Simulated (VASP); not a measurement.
# Li3TlF2 (R-3m) in VASP: single point with PBE

Aim: the single point of Li3TlF2 with PBE.

Everything below comes from runs of VASP 6.6.1. Logs are shortened: lines on timing, memory, paths and dates and some standing lists are left out, and cuts for length are marked.

### Step 1. The cell of the first run

It takes space group R-3m (No. 166, trigonal). Conventional cell: a = 6.348 Å, b = 6.348 Å, c = 9.298 Å, α = 90.00°, β = 90.00°, γ = 120.00°. Within 2.4 Å of Li (site symmetry 2/m) lie 2 F at 1.83 Å. Tl (site symmetry -3m) has 8 F at 3.17 to 3.67 Å and 12 Li at 3.17 to 3.60 Å within 4.2 Å. F (site symmetry 3m) has 3 Li at 1.83 Å within 2.4 Å.

### Step 2. Single point, PBE

Contents of INCAR:

```
ALGO = Normal ; EDIFF = 1E-6
ENCUT = 750 ; GGA = PE
GGA_COMPAT = F ; ISIF = 2
ISMEAR = 0 ; LASPH = T
LCHARG = F ; LREAL = F
LWAVE = F ; NBANDS = 27
NELM = 120 ; PREC = Accurate
SIGMA = 0.1
```

Contents of KPOINTS:

```
k-points
0
Gamma
  12 12 12
```

Contents of POSCAR:

```
Li3TlF2
1.0
    3.1741300804      1.8325848563      3.0991911122
   -3.1741300804      1.8325848563      3.0991911122
    0.0000000000     -3.6651697127      3.0991911122
Li Tl F
3 1 2
Direct
    0.5000000000      0.5000000000      0.0000000000
    0.5000000000      0.0000000000      0.5000000000
    0.0000000000      0.5000000000      0.5000000000
    0.0000000000      0.0000000000      0.0000000000
    0.6593953954      0.6593953954      0.6593953954
    0.3406046046      0.3406046046      0.3406046046
```

Potentials or basis: VASP PAW PBE potentials, release 64 (Li_sv, Tl_d, F).

Launch:

```console
$ cat potpaw_PBE.64/Li_sv/POTCAR potpaw_PBE.64/Tl_d/POTCAR potpaw_PBE.64/F/POTCAR > POTCAR
$ mpirun -np 1 vasp_std > vasp.out
```

OUTCAR:

```text
EDIFF = 1E-6
   ENCUT = 750
   GGA = PE
   ISIF = 2
   ISMEAR = 0
   LASPH = T
   LREAL = F
   NELM = 120
   PREC = Accurate

 ion  position               nearest neighbor table
   1  0.500  0.500  0.000-   5 1.83   6 1.83   4 3.17   4 3.17
   2  0.500  0.000  0.500-   5 1.83   6 1.83   4 3.17   4 3.17
   3  0.000  0.500  0.500-   5 1.83   6 1.83   4 3.17   4 3.17
   4  0.000  0.000  0.000-   2 3.17   3 3.17   3 3.17   2 3.17   1 3.17   1 3.17
   5  0.659  0.659  0.659-   1 1.83   2 1.83   3 1.83
   6  0.341  0.341  0.341-   1 1.83   2 1.83   3 1.83

  LATTYP: Found a trigonal (rhomboedric) cell.
 ALAT       =     4.7998390153
 COS(alpha) =     0.1253665270

  Lattice vectors:

 A1 = (   3.1741300804,   1.8325848563,   3.0991911122)
 A2 = (  -3.1741300804,   1.8325848563,   3.0991911122)
 A3 = (   0.0000000000,  -3.6651697127,   3.0991911122)

Analysis of symmetry for initial positions (statically):
=====================================================================
 Subroutine PRICEL returns:
 Original cell was already a primitive cell.

 Routine SETGRP: Setting up the symmetry group for a
 trigonal (rhombohedral) supercell.

 Subroutine GETGRP returns: Found 12 space group operations
 (whereof 12 operations were pure point group operations)
 out of a pool of 12 trial point group operations.

The static configuration has the point symmetry D_3d.

Analysis of symmetry for dynamics (positions and initial velocities):
=====================================================================
 Subroutine PRICEL returns:
 Original cell was already a primitive cell.

 Routine SETGRP: Setting up the symmetry group for a
 trigonal (rhombohedral) supercell.

 Subroutine GETGRP returns: Found 12 space group operations
 (whereof 12 operations were pure point group operations)
 out of a pool of 12 trial point group operations.

The dynamic configuration has the point symmetry D_3d.

 Subroutine INISYM returns: Found 12 space group operations
 (whereof 12 operations are pure point group operations),
 and found     1 'primitive' translations

----------------------------------------------------------------------------------------

                                     Primitive cell

  volume of cell :     108.1654

  direct lattice vectors                    reciprocal lattice vectors
[... 97 lines left out ...]
   EDIFFG = 0.1E-04   stopping-criterion for IOM
   NSW    =      0    number of steps for IOM
   IBRION =     -1    ionic relax: 0-MD 1-quasi-New 2-CG
   NFREE  =      0    steps in history (QN), initial steepest desc. (CG)
   ISIF   =      2    stress and relaxation
   ISYM   =      2    0-nonsym 1-usesym 2-fastsym
   POTIM  = 0.5000    time-step for ionic-motion
   TEBEG  =    0.0;   TEEND  =   0.0 temperature during run
   PSTRESS=    0.0 pullay stress
   NELECT =      36.0000    total number of electrons
   NUPDOWN=      -1.0000    fix difference up-down
   EMIN   =  10.00;   EMAX   =-10.00  energy-range for DOS
   EFERMI =   0.00;   METHOD = LEGACY
   ISMEAR =     0;   SIGMA  =   0.10  broadening in eV -4-tet -1-fermi 0-gaus
   EFERMI_NEDOS =   21; number of points for ismear=-14 and -15
   IALGO  =     38    algorithm
   IMIX   =      4    mixing-type and parameters
     AMIX     =   0.40;   BMIX     =  1.00
     AMIX_MAG =   1.60;   BMIX_MAG =  1.00
  volume/ion in A,a.u.               =      18.03       121.66
  Fermi-wavevector in a.u.,A,eV,Ry     =   1.134522  2.143935 17.512600  1.287140
  Thomas-Fermi vector in A             =   2.271226
   LORBIT       =      0    0 simple, 1 ext, 2 COOP (PROOUT), +10 PAW based schemes
   GGA     = PE    functional components
   LHFCALC =     F    Hartree Fock is set to
   AEXX    =    0.0000 exact exchange contribution
   IVDW    =     0    specifies the selected vdW correction
   LEPSILON=     F    determine dielectric tensor
   LRPA    =     F    only Hartree local field effects (RPA)
 non-spin polarized calculation
 Gauss-broadening in eV      SIGMA  =   0.10
  energy-cutoff  :      750.00
  volume of cell :      108.17
 maximum number of plane-waves:      5077
 NGX is ok and might be reduce to    48
   NGX = 21   NGY = 21   NGZ = 21

 number of electron      36.0000010 magnetization

 Free energy of the ion-electron system (eV)
  ---------------------------------------------------
  ext. energy  EPLUGINS =         0.00000000
  ---------------------------------------------------
  free energy    TOTEN  =       -21.60074637 eV

  energy without entropy =      -21.58643238  energy(sigma->0) =      -21.59358937

 E-fermi :   2.4394     XC(G=0):  -8.0668

 val. band max:        2.4392320534   @ k =  -0.2500   0.2500   0.1667
 cond. band min:       2.4456412764   @ k =   0.3333   0.3333   0.1667
 fundamental gap:      0.0064092231
 Fermi energy:         2.4393563893

 k-point     1 :       0.0000    0.0000    0.0000
  band No.  band energies     occupation
      1     -43.8283      2.00000
      2     -43.8134      2.00000
      3     -43.8134      2.00000
      4     -21.6154      2.00000
      5     -21.5757      2.00000
      6      -9.2959      2.00000
[... 709 lines left out ...]
     26       9.9507      0.00000
     27      11.1825      0.00000

 [... further k-points ...]

------------------------ aborting loop because EDIFF is reached ----------------------------------------

  FORCE on cell =-STRESS in cart. coord.  units (eV):
  Direction    XX          YY          ZZ          XY          YZ          ZX
  --------------------------------------------------------------------------------------
  -------------------------------------------------------------------------------------
  Total       -0.0906937     -0.0906937     -0.1258976      0.0000000      0.0000000      0.0000000
  in kB       -1.3433817     -1.3433817     -1.8648309      0.0000000      0.0000000      0.0000000
  external PRESSURE =      -1.5171981 kB  Pullay stress =       0.0000000 kB

 VOLUME and BASIS-vectors are now :
 -----------------------------------------------------------------------------
  energy-cutoff  :      750.00
  volume of cell :      108.17
      direct lattice vectors                 reciprocal lattice vectors
     3.174130080  1.832584856  3.099191112     0.157523475  0.090946221  0.107554946
    -3.174130080  1.832584856  3.099191112    -0.157523475  0.090946221  0.107554946
     0.000000000 -3.665169713  3.099191112     0.000000000 -0.181892441  0.107554946

 POSITION                                       TOTAL-FORCE (eV/Angst)
 -----------------------------------------------------------------------------------
      0.00000      1.83258      3.09919         0.000000     -0.000000      0.000000
      1.58707     -0.91629      3.09919        -0.000000     -0.000000     -0.000000
     -1.58707     -0.91629      3.09919        -0.000000     -0.000000      0.000000
      0.00000      0.00000      0.00000        -0.000000     -0.000000      0.000000
      0.00000     -0.00000      6.13078        -0.000000     -0.000000      0.000285
      0.00000     -0.00000      3.16680        -0.000000      0.000000     -0.000285
 -----------------------------------------------------------------------------------
    total drift:                               -0.000000      0.000000      0.000000

  FREE ENERGIE OF THE ION-ELECTRON SYSTEM (eV)
  ---------------------------------------------------
  free  energy   TOTEN  =       -21.6007463658 eV

  energy  without entropy=      -21.5864323808  energy(sigma->0) =      -21.59358937
```

stdout:

```text
POSCAR found type information on POSCAR LiTlF
 POSCAR found :  3 types and       6 ions
 scaLAPACK will be used
 LDA part: xc-table for (Slater+PW92), standard interpolation
 POSCAR, INCAR and KPOINTS ok, starting setup
 FFT: planning ... GRIDC
 FFT: planning ... GRID_SOFT
 FFT: planning ... GRID
 WAVECAR not read
 entering main loop
```

Wall time 9.8 min (1 thread of AMD EPYC 9R45 (Zen 5), shared host); peak memory 0.9 GiB.

What came out:

- Free energy: -21.6007 eV
- Pressure: -0.2 GPa
- Band gap on the k mesh: zero (bands 18 and 19 overlap by 0.99 eV)

Caveat: spin-orbit coupling is left out, which moves the levels of the heavy elements.
